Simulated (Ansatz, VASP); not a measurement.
## One calculation of NaF, two programs

Contents of POSCAR:

```
NaF
1.0
    0.0000000000      2.5312613515      2.5312613515
    2.5312613515      0.0000000000      2.5312613515
    2.5312613515      2.5312613515      0.0000000000
Na F
1 1
Direct
    0.0000000000      0.0000000000      0.0000000000
    0.2500000000      0.2500000000      0.2500000000
```

Contents of INCAR.step1:

```
SYSTEM = NaF
ALGO = Normal
EDIFF = 1E-5
ENCUT = 520
GGA = PE
ISIF = 2
ISMEAR = 0
LASPH = .True.
LCHARG = .False.
LREAL = .False.
LWAVE = .True.
NBANDS = 14
NELM = 60
PREC = Accurate
SIGMA = 0.01
```

INCAR.step2

```
SYSTEM = NaF
ALGO = Normal
EDIFF = 1E-6
ENCUT = 520
GGA = PE
HFSCREEN = 0.2079
ISIF = 2
ISMEAR = 0
ISTART = 1
LASPH = .True.
LCHARG = .False.
LHFCALC = .True.
LREAL = .False.
LWAVE = .False.
NBANDS = 14
NELM = 60
PREC = Accurate
PRECFOCK = Normal
SIGMA = 0.01
```

The input KPOINTS:

```
k-points
0
Gamma
  6 6 6
  0 0 0
```

Input for Ansatz:

```yaml
crystal:
  lattice:
    - [0.0, 2.5312613515, 2.5312613515]
    - [2.5312613515, 0.0, 2.5312613515]
    - [2.5312613515, 2.5312613515, 0.0]
  atoms:
    - { symbol: Na, position: [0.0, 0.0, 0.0] }
    - { symbol: F, position: [0.25, 0.25, 0.25] }
kpoints:
  mp_grid: { grid: [6, 6, 6] }
  band_path:
    path:
      - [0.0, 0.0, 0.0]
      - [-0.5, -0.5, 0.0]
      - [-0.375, -0.375, 0.25]
      - [-0.375, 0.0, 0.375]
      - [0.0, 0.0, 0.5]
      - [-0.5, -0.25, 0.25]
      - [-0.072917, 0.0, 0.072917]
    npoints: 1
hamiltonian:
  xc: hse06
scf:
  occupations: { method: fixed }
  n_extra_bands: 4
output:
  forces: true
  stress: true
  eigenvalues: true
```

Alike in both runs: task single point; functional HSE06; k mesh 6 × 6 × 6; no spin polarisation.

|  | VASP | Ansatz |
| --- | --- | --- |
| version | VASP 6.6.1 | Ansatz 0.2.0 |
| potentials or method | VASP PAW PBE potentials, release 64 (Na_pv, F) | plane waves, PAW |
| plane-wave cutoff (eV) | 520 | 420 |
| occupations | gaussian, width 0.01 eV | fixed |
| valence electrons in the cell | 14 | 16 |

Ansatz gave:

| Item | Value |
| --- | --- |
| gap on the k mesh at the Fermi level (eV) | 7.66 |
| pressure (GPa) | 0.7 |

**Question.** Which values does VASP return?

**Answer.** gap on the k mesh at the Fermi level (eV): 7.64; pressure (GPa): 0.9.

VASP's potentials hold 14 valence electrons a cell and Ansatz's 16, so a difference there can come from the potentials and not from the codes. Ansatz's warnings: stress exchange threshold loose, stress scf threshold loose.
